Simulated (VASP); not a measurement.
# Se (Pm-3m) in VASP: further runs, part 2 of 2

VASP 6.6.1. The steps go on from the part before.

## (3) Single point, PBE (volume scaled by 0.68)

File INCAR:

```
PREC     = Accurate       # precision mode
ENCUT    = 520            # plane-wave cutoff, eV
EDIFF    = 1E-6           # SCF threshold, eV
ISMEAR   = -1             # smearing method
SIGMA    = 0.08           # smearing width, eV
LREAL    = F              # projectors in reciprocal space
LASPH    = T              # aspherical terms in the spheres
NELM     = 60             # most SCF steps
ALGO     = Normal         # electronic algorithm
ISIF     = 2              # what is computed and relaxed
LWAVE    = F              # write WAVECAR
LCHARG   = F              # write CHGCAR
GGA      = PE             # functional
NBANDS   = 9              # bands
```

File KPOINTS:

```
regular mesh
0
Gamma
  15 15 15
```

File POSCAR:

```
Se
1.0
    2.4877692454      0.0000000000      0.0000000000
    0.0000000000      2.4877692454      0.0000000000
    0.0000000000      0.0000000000      2.4877692454
Se
1
Direct
    0.0000000000      0.0000000000      0.0000000000
```

Potentials or basis: VASP PAW PBE potentials, release 64 (Se).

Command:

```console
$ cat potpaw_PBE.64/Se/POTCAR > POTCAR
$ mpirun -np 1 vasp_std > vasp.out
```

OUTCAR:

```text
PREC = Accurate
   ENCUT = 520
   EDIFF = 1E-6
   ISMEAR = -1
   LREAL = F
   LASPH = T
   NELM = 60
   ISIF = 2
   GGA = PE

 ion  position               nearest neighbor table
   1  0.000  0.000  0.000-

  LATTYP: Found a simple cubic cell.
 ALAT       =     2.4877692454

  Lattice vectors:

 A1 = (   2.4877692454,   0.0000000000,   0.0000000000)
 A2 = (   0.0000000000,   2.4877692454,   0.0000000000)
 A3 = (   0.0000000000,   0.0000000000,   2.4877692454)

Analysis of symmetry for initial positions (statically):
=====================================================================
 Subroutine PRICEL returns:
 Original cell was already a primitive cell.

 Routine SETGRP: Setting up the symmetry group for a
 simple cubic supercell.

 Subroutine GETGRP returns: Found 48 space group operations
 (whereof 48 operations were pure point group operations)
 out of a pool of 48 trial point group operations.

The static configuration has the point symmetry O_h .

Analysis of symmetry for dynamics (positions and initial velocities):
=====================================================================
 Subroutine PRICEL returns:
 Original cell was already a primitive cell.

 Routine SETGRP: Setting up the symmetry group for a
 simple cubic supercell.

 Subroutine GETGRP returns: Found 48 space group operations
 (whereof 48 operations were pure point group operations)
 out of a pool of 48 trial point group operations.

The dynamic configuration has the point symmetry O_h .

 Subroutine INISYM returns: Found 48 space group operations
 (whereof 48 operations are pure point group operations),
 and found     1 'primitive' translations

----------------------------------------------------------------------------------------

                                     Primitive cell

[... 108 lines left out ...]
     AMIX_MAG =   1.60;   BMIX_MAG =  1.00
  volume/ion in A,a.u.               =      15.40       103.90
  Fermi-wavevector in a.u.,A,eV,Ry     =   1.195772  2.259682 19.454581  1.429871
  Thomas-Fermi vector in A             =   2.331729
   LORBIT       =      0    0 simple, 1 ext, 2 COOP (PROOUT), +10 PAW based schemes
   GGA     = PE    functional components
   LHFCALC =     F    Hartree Fock is set to
   AEXX    =    0.0000 exact exchange contribution
   IVDW    =     0    specifies the selected vdW correction
   LEPSILON=     F    determine dielectric tensor
   LRPA    =     F    only Hartree local field effects (RPA)
 non-spin polarized calculation
  energy-cutoff  :      520.00
  volume of cell :       15.40
 maximum number of plane-waves:       437
 NGX is ok and might be reduce to    20
   NGX =  9   NGY =  9   NGZ =  9

 number of electron       5.9999999 magnetization

 Free energy of the ion-electron system (eV)
  ---------------------------------------------------
  ext. energy  EPLUGINS =         0.00000000
  ---------------------------------------------------
  free energy    TOTEN  =        -2.30438614 eV

  energy without entropy =       -2.29910713  energy(sigma->0) =       -2.30174663

 E-fermi :  10.3375     XC(G=0): -11.7134

 val. band max:       10.2944159606   @ k =   0.2000   0.1333   0.1333
 cond. band min:      10.3675401805   @ k =   0.4667   0.4667   0.2667
 fundamental gap:      0.0731242199
 Fermi energy:        10.3374645227

 k-point     1 :       0.0000    0.0000    0.0000
  band No.  band energies     occupation
      1     -10.1336      2.00000
      2      12.2402      0.00000
      3      12.2402      0.00000
      4      12.2402      0.00000
      5      17.1517      0.00000
      6      17.1517      0.00000
      7      20.5510      0.00000
      8      36.7848      0.00000
      9      36.7848      0.00000
[... 265 lines left out ...]
 k-point    24 :       0.3333    0.2000    0.0000
  band No.  band energies     occupation
      1      -6.9866      2.00000
      2       2.7549      2.00000
      3       8.3159      2.00000
      4      14.7899      0.00000
      5      18.9709      0.00000
      6      21.5962      0.00000
      7      27.4768      0.00000
      8      27.7731      0.00000
      9      29.9369      0.00000

 [... further k-points ...]

------------------------ aborting loop because EDIFF is reached ----------------------------------------

  FORCE on cell =-STRESS in cart. coord.  units (eV):
  Direction    XX          YY          ZZ          XY          YZ          ZX
  --------------------------------------------------------------------------------------
  -------------------------------------------------------------------------------------
  Total        6.2073015      6.2073015      6.2073015     -0.0000000     -0.0000000      0.0000000
  in kB      645.9265525    645.9265525    645.9265525     -0.0000000     -0.0000000      0.0000000
  external PRESSURE =     645.9265525 kB  Pullay stress =       0.0000000 kB

 VOLUME and BASIS-vectors are now :
 -----------------------------------------------------------------------------
  energy-cutoff  :      520.00
  volume of cell :       15.40
      direct lattice vectors                 reciprocal lattice vectors
     2.487769245  0.000000000  0.000000000     0.401966542  0.000000000  0.000000000
     0.000000000  2.487769245  0.000000000     0.000000000  0.401966542  0.000000000
     0.000000000  0.000000000  2.487769245     0.000000000  0.000000000  0.401966542

 POSITION                                       TOTAL-FORCE (eV/Angst)
 -----------------------------------------------------------------------------------
      0.00000      0.00000      0.00000         0.000000      0.000000      0.000000
 -----------------------------------------------------------------------------------
    total drift:                               -0.000000     -0.000000      0.000000

  FREE ENERGIE OF THE ION-ELECTRON SYSTEM (eV)
  ---------------------------------------------------
  free  energy   TOTEN  =        -2.3043861406 eV

  energy  without entropy=       -2.2991071260  energy(sigma->0) =       -2.30174663
```

OSZICAR:

```text
N       E                     dE             d eps       ncg     rms          rms(c)
DAV:   1     0.104783571679E+02    0.10478E+02   -0.31989E+03  2200   0.591E+02
DAV:   2    -0.210643432833E+01   -0.12585E+02   -0.11947E+02  2841   0.809E+01
DAV:   3    -0.232119875134E+01   -0.21476E+00   -0.21442E+00  2618   0.975E+00
DAV:   4    -0.232145362722E+01   -0.25488E-03   -0.25487E-03  2983   0.378E-01
DAV:   5    -0.232145376264E+01   -0.13541E-06   -0.13513E-06  2585   0.736E-03    0.852E+00
DAV:   6    -0.230870989876E+01    0.12744E-01   -0.76339E-03  2349   0.463E-01    0.515E+00
DAV:   7    -0.230440838674E+01    0.43015E-02   -0.12950E-02  2329   0.635E-01    0.111E-01
DAV:   8    -0.230437713354E+01    0.31253E-04   -0.31870E-04  2327   0.108E-01    0.202E-02
DAV:   9    -0.230438458971E+01   -0.74562E-05   -0.13965E-05  2782   0.241E-02    0.675E-03
DAV:  10    -0.230438612173E+01   -0.15320E-05   -0.18273E-06  2445   0.929E-03    0.195E-03
DAV:  11    -0.230438614063E+01   -0.18899E-07   -0.17033E-07  1426   0.271E-03
   1 F= -.23043861E+01 E0= -.23017466E+01  d E =-.527901E-02
```

stdout:

```text
POSCAR found type information on POSCAR Se
 POSCAR found :  1 types and       1 ions
 scaLAPACK will be used
 LDA part: xc-table for (Slater+PW92), standard interpolation
 POSCAR, INCAR and KPOINTS ok, starting setup
 FFT: planning ... GRIDC
 FFT: planning ... GRID_SOFT
 FFT: planning ... GRID
 WAVECAR not read
 entering main loop
```

It took 6.7 s on 1 thread of Intel Xeon Platinum 8559C (Emerald Rapids), shared host; peak memory 0.13 GiB.

Results:

```
Free energy            : -2.3044 eV
Pressure               : 64.6 GPa
Band gap on the k mesh : zero (band 3 reaches 14.92 eV, above the bottom of band 4 at 5.45 eV)
```

Levels at points of the mesh, in eV from the Fermi level:
```
           k point  band 1  band 2  band 3  band 4  band 5  band 6
(0.00, 0.00, 0.00)  -20.47    1.90    1.90    1.90    6.81    6.81
```

## (4) Single point, PBE (volume scaled by 0.76)

File INCAR:

```
SYSTEM = Se
PREC = Accurate
ENCUT = 520
EDIFF = 1E-6
ISMEAR = -1
SIGMA = 0.08
LREAL = .FALSE.
LASPH = .TRUE.
NELM = 60
ALGO = Normal
ISIF = 2
LWAVE = .FALSE.
LCHARG = .FALSE.
GGA = PE
NBANDS = 9
```

File KPOINTS:

```
Automatic mesh
0
G
  15 15 15
  0 0 0
```

File POSCAR:

```
Se
1.0
    2.5817349528      0.0000000000      0.0000000000
    0.0000000000      2.5817349528      0.0000000000
    0.0000000000      0.0000000000      2.5817349528
Se
1
Direct
    0.0000000000      0.0000000000      0.0000000000
```

Potentials or basis: VASP PAW PBE potentials, release 64 (Se).

Command:

```console
$ cat potpaw_PBE.64/Se/POTCAR > POTCAR
$ mpirun -np 1 vasp_std > vasp.out
```

OUTCAR:

```text
SYSTEM = Se
   PREC = Accurate
   ENCUT = 520
   EDIFF = 1E-6
   ISMEAR = -1
   LREAL = .FALSE.
   LASPH = .TRUE.
   NELM = 60
   ISIF = 2
   GGA = PE

 ion  position               nearest neighbor table
   1  0.000  0.000  0.000-

  LATTYP: Found a simple cubic cell.
 ALAT       =     2.5817349528

  Lattice vectors:

 A1 = (   2.5817349528,   0.0000000000,   0.0000000000)
 A2 = (   0.0000000000,   2.5817349528,   0.0000000000)
 A3 = (   0.0000000000,   0.0000000000,   2.5817349528)

[... 464 lines left out ...]
      8      25.1439      0.00000
      9      27.1018      0.00000

 [... further k-points ...]

------------------------ aborting loop because EDIFF is reached ----------------------------------------

  FORCE on cell =-STRESS in cart. coord.  units (eV):
  Direction    XX          YY          ZZ          XY          YZ          ZX
  --------------------------------------------------------------------------------------
  -------------------------------------------------------------------------------------
  Total        3.8725375      3.8725375      3.8725375     -0.0000000     -0.0000000      0.0000000
  in kB      360.5547783    360.5547783    360.5547783     -0.0000000     -0.0000000      0.0000000
  external PRESSURE =     360.5547783 kB  Pullay stress =       0.0000000 kB

 VOLUME and BASIS-vectors are now :
 -----------------------------------------------------------------------------
  energy-cutoff  :      520.00
  volume of cell :       17.21
      direct lattice vectors                 reciprocal lattice vectors
     2.581734953  0.000000000  0.000000000     0.387336430  0.000000000  0.000000000
     0.000000000  2.581734953  0.000000000     0.000000000  0.387336430  0.000000000
     0.000000000  0.000000000  2.581734953     0.000000000  0.000000000  0.387336430

 POSITION                                       TOTAL-FORCE (eV/Angst)
 -----------------------------------------------------------------------------------
      0.00000      0.00000      0.00000         0.000000      0.000000      0.000000
 -----------------------------------------------------------------------------------
    total drift:                                0.000000     -0.000000      0.000000

  FREE ENERGIE OF THE ION-ELECTRON SYSTEM (eV)
  ---------------------------------------------------
  free  energy   TOTEN  =        -2.8604187521 eV

  energy  without entropy=       -2.8535160734  energy(sigma->0) =       -2.85696741
```

stdout:

```text
POSCAR found type information on POSCAR Se
 POSCAR found :  1 types and       1 ions
 scaLAPACK will be used
 LDA part: xc-table for (Slater+PW92), standard interpolation
 POSCAR, INCAR and KPOINTS ok, starting setup
 FFT: planning ... GRIDC
 FFT: planning ... GRID_SOFT
 FFT: planning ... GRID
 WAVECAR not read
 entering main loop
```

It took 6 s on 1 thread of Intel Xeon Platinum 8559C (Emerald Rapids), shared host; peak memory 0.13 GiB.

Results:

- Free energy: -2.8604 eV
- Pressure: 36.1 GPa
- Band gap on the k mesh: zero (band 3 reaches 12.49 eV, above the bottom of band 4 at 4.06 eV)

Levels at points of the mesh, in eV from the Fermi level:
| k point | band 1 | band 2 | band 3 | band 4 | band 5 | band 6 |
| --- | --- | --- | --- | --- | --- | --- |
| (0.00, 0.00, 0.00) | -18.94 | 1.80 | 1.80 | 1.80 | 7.17 | 7.17 |
